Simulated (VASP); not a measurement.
Input of a VASP 6.6.1 run:

INCAR

```
PREC = Accurate ; ENCUT = 520
EDIFF = 1E-7 ; ISMEAR = -1
SIGMA = 0.05 ; LREAL = F
LASPH = T ; NELM = 60
ALGO = Fast ; ISIF = 2
LWAVE = F ; LCHARG = T
GGA = PE ; LELF = T
LVHAR = T ; NBANDS = 62
```

File KPOINTS:

```
regular mesh
0
Gamma
  10 10 10
```

File POSCAR:

```
MnO2
1.0
   -4.9075000000      4.9075000000      1.4235000000
    4.9075000000     -4.9075000000      1.4235000000
    4.9075000000      4.9075000000     -1.4235000000
Mn O
4 8
Direct
    0.8300000000      0.6500000000      0.4800000000
    0.6500000000      0.1700000000      0.8200000000
    0.1700000000      0.3500000000      0.5200000000
    0.3500000000      0.8300000000      0.1800000000
    0.4580000000      0.1600000000      0.6180000000
    0.1600000000      0.5420000000      0.7020000000
    0.5420000000      0.8400000000      0.3820000000
    0.8400000000      0.4580000000      0.2980000000
    0.2050000000      0.1600000000      0.3650000000
    0.1600000000      0.7950000000      0.9550000000
    0.7950000000      0.8400000000      0.6350000000
    0.8400000000      0.2050000000      0.0450000000
```

Potentials or basis: VASP PAW PBE potentials, release 64 (Mn_pv, O).

Command:

```sh
$ cat potpaw_PBE.64/Mn_pv/POTCAR potpaw_PBE.64/O/POTCAR > POTCAR
$ mpirun -np 1 vasp_std > vasp.out
```

Question: Estimate the pressure.

Answer: -4.2 GPa.

Question: Predict the band gap on the k mesh.

Answer: Zero (bands 50 and 51 overlap by 0.43 eV).

Stress tensor (GPa, compression positive):
```
-3.37  0.00  0.00
 0.00 -3.37  0.00
 0.00  0.00 -5.71
```

Caveat: the cell stands under tension; the run has no spin polarisation, though such a crystal can be magnetic; semilocal functionals often make such compounds metallic where correlation or magnetic order opens a gap, which also shifts bond lengths; forces of over 1 eV/Å act on the atoms, so gaps and moduli don't describe the material at rest. Spin polarisation is off, so any magnetic state and its effect on volume and gap are missing.
